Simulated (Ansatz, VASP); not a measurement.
## Two plane-wave programs on NbNiTe3

Contents of INCAR:

```
SYSTEM = NbNiTe3
PREC = Accurate
ENCUT = 600
EDIFF = 1E-7
ISMEAR = 0
SIGMA = 0.1
LREAL = .FALSE.
LASPH = .TRUE.
NELM = 150
ALGO = Normal
ISIF = 3
LWAVE = .FALSE.
LCHARG = .FALSE.
ISPIN = 2
MAGMOM = 0 0.88 0 0 0
LORBIT = 11
LMAXMIX = 4
GGA = PE
IBRION = 2
NSW = 90
EDIFFG = -0.04
```

File KPOINTS:

```
Automatic mesh
0
G
  4 4 4
  0 0 0
```

The input POSCAR:

```
NbNiTe3
1.0
    4.9021363501      0.0000000000      0.0000000000
    0.0000000000      4.9021363501      0.0000000000
    0.0000000000      0.0000000000      4.9021363501
Nb Ni Te
1 1 3
Direct
    0.5000000000      0.5000000000      0.5000000000
    0.0000000000      0.0000000000      0.0000000000
    0.0000000000      0.5000000000      0.5000000000
    0.5000000000      0.0000000000      0.5000000000
    0.5000000000      0.5000000000      0.0000000000
```

Input for Ansatz:

```yaml
crystal:
  lattice:
    - [4.9021363501, 0.0, 0.0]
    - [0.0, 4.9021363501, 0.0]
    - [0.0, 0.0, 4.9021363501]
  atoms:
    - { symbol: Nb, position: [0.5, 0.5, 0.5] }
    - { symbol: Ni, position: [0.0, 0.0, 0.0], spin: 0.88 }
    - { symbol: Te, position: [0.0, 0.5, 0.5] }
    - { symbol: Te, position: [0.5, 0.0, 0.5] }
    - { symbol: Te, position: [0.5, 0.5, 0.0] }
basis:
  ecutwfc: 420
kpoints:
  mp_grid: { grid: [4, 4, 4] }
hamiltonian:
  xc: pbe
scf:
  occupations: { method: gaussian, width: 0.1 }
  lower_state_search: "off"
output:
  forces: true
  stress: true
  eigenvalues: true
  populations: true
magnetization:
  spin_polarized: true
relax:
  adjacent_minimum: "off"
  f_tol: 0.04
  max_steps: 70
  cell: { stress_tol: 0.4 }
```

Alike in both runs: task relaxation of cell and atoms; functional PBE; k mesh 4 × 4 × 4; occupations gaussian, width 0.1 eV; collinear spin.

|  | VASP | Ansatz |
| --- | --- | --- |
| version | VASP 6.6.1 | Ansatz 0.2.0 |
| potentials or method | VASP PAW PBE potentials, release 64 (Nb_sv, Ni, Te), cutoff 600 eV | scalar-relativistic, plane waves, PAW |
| valence electrons in the cell | 41 | 79 |

|  | VASP | Ansatz | Ansatz less VASP |
| --- | --- | --- | --- |
| gap on the k mesh at the Fermi level, each at its own relaxed structure (eV) | none | none | - |
| net moment per atom (μB) | 0.01 | 0.28 | +0.269 |
| size of the moment on the site where the two differ most (μB) | 0.01 | 1.03 | +1.017 |
| relaxed volume (Å³/atom) | 31.26 | 31.27 | +0.015 |
| relaxed length of the cell vector where the two differ most in proportion (Å) | 5.387 | 5.387 | +0.0009 |

The net moments are unlike, so the other rows may belong to different states. Site moments also hang on the region over which each program counts them. A gap of «none» marks a metal or a gap that the smearing closes. VASP's potentials hold 41 valence electrons a cell and Ansatz's 79, so a difference there can come from the potentials and not from the codes.

Spin-orbit coupling is off throughout. Noted on VASP's run: the volume moved by over 15 % at a fixed basis, so the end points are rough; too few bands were computed for a metal, which touches its energy and stress.
